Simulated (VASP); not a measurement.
## Ta2Tl: relaxation of cell and atoms with PBE

The system is Ta2Tl.

```
Ta Tl
1.0
     3.97100    0.00000    0.00000
    -1.98550    3.43899    0.00000
     0.00000    0.00000    4.28763
Ta Tl
2 1
Direct
  0.33333 0.66667 0.50000
  0.66667 0.33333 0.50000
  0.00000 0.00000 0.00000
```

* Program: VASP 6.6.1
* Task: relaxation of cell and atoms
* Functional: PBE
* Potentials or basis: VASP PAW PBE potentials, release 64 (Ta_pv, Tl_d)
* Cutoff: 600 eV
* k mesh: 6 × 6 × 4
* Occupations: gaussian, width 0.1 eV
* Spin: no spin polarisation
* Dipole correction: no
* Further INCAR settings: ALGO = Normal; EDIFF = 1e-07; IBRION = 2; EDIFFG = -0.04; NSW = 90; ISIF = 3

```json
{"Relaxed volume": "20.08 Å³/atom", "Relaxed cell": "a = 4.850 Å, b = 4.850 Å, c = 2.958 Å, α = 90.00°, β = 90.00°, γ = 120.00°", "Space group after relaxing (to 0.05 Å)": "P6/mmm (No. 191)", "Energy gained by relaxing": "1401.7 meV/atom", "Ionic steps": "15", "Pressure after relaxing": "0.1 GPa"}
```

Stress tensor (GPa, compression positive):
```
 0.17  0.00  0.00
 0.00  0.17  0.00
 0.00  0.00 -0.14
```

The path:
```tsv
step	energy change (eV)	largest force (eV/Å)	pressure (GPa)	volume (Å³)
1	0.0000	0.0000	35.98	58.55
2	-0.0072	0.0000	-18.25	101.14
3	-2.3100	0.0000	-7.09	76.12
4	-2.3216	0.0000	-5.80	75.03
5	-2.3225	0.0000	-5.28	74.62
6	-2.9573	0.0000	-4.80	69.10
7	-3.3998	0.0000	-1.30	63.97
8	-3.5507	0.0000	25.26	52.76
9	-3.7245	0.0000	2.19	60.98
10	-4.0415	0.0000	9.88	56.95
11	-4.0519	0.0000	3.95	58.78
12	-4.1604	0.0000	5.93	57.94
13	-4.2042	0.0000	0.06	60.27
14	-4.2043	0.0000	0.32	60.15
15	-4.2050	0.0000	0.07	60.24
```

Final structure:
```xyz
3
Lattice="4.8497 0.0000 0.0000 -2.4248 4.1999 0.0000 0.0000 0.0000 2.9578" Properties=species:S:1:pos:R:3 pbc="T T T"
Ta    0.0000    2.8000    1.4789
Ta    2.4248    1.4000    1.4789
Tl    0.0000    0.0000    0.0000
```

Levels at points of the mesh, in eV from the Fermi level:
```csv
k point,band 15,band 16,band 17,band 18,band 19,band 20,band 21
"(0.00, 0.00, 0.00)",-2.95,-2.07,-0.48,-0.48,0.43,1.72,1.72
"(0.50, 0.00, 0.00)",-2.49,-1.93,-1.41,-0.94,1.58,1.69,3.37
"(0.00, 0.00, 0.50)",-2.26,-0.92,-0.92,0.58,0.58,0.72,0.72
"(0.50, 0.00, 0.50)",-2.51,-1.63,-1.24,-0.64,1.14,1.59,2.86
```

It took 2.5 min on 1 thread of Intel(R) Xeon(R) 6975P-C (Granite Rapids) (shared host), peak memory 0.22 GiB.

Caveat: the k points lie up to 0.53 Å⁻¹ apart in the final cell; spin-orbit coupling is left out, which moves the levels of the heavy elements.
